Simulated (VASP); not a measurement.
A run of VASP 6.6.1 is set up as follows.

File INCAR:

```
PREC = Accurate
ENCUT = 520
EDIFF = 1E-6
ISMEAR = -1
SIGMA = 0.1
LREAL = False
LASPH = True
NELM = 80
ALGO = Normal
ISIF = 2
LWAVE = False
LCHARG = False
GGA = PS
NBANDS = 14
```

File KPOINTS:

```
regular mesh
0
Gamma
  11 11 11
```

POSCAR

```
Br
1.0
    0.0000000000      3.0423388147      3.0423388147
    3.0423388147      0.0000000000      3.0423388147
    3.0423388147      3.0423388147      0.0000000000
Br
2
Direct
   -0.1250000000     -0.1250000000     -0.1250000000
    0.1250000000      0.1250000000      0.1250000000
```

Potentials or basis: VASP PAW PBE potentials, release 64 (Br).

Command:

```bash
$ cat potpaw_PBE.64/Br/POTCAR > POTCAR
$ mpirun -np 1 vasp_std > vasp.out
```

**Question.** What does it give for the band gap on the k mesh?

**Answer.** Zero (band 7 reaches 3.31 eV, above the bottom of band 8 at 0.64 eV).

**Question.** Estimate the pressure.

**Answer.** 15.0 GPa.

Caveat: the PAW data sets were made with another functional, which shifts forces and pressure a little.
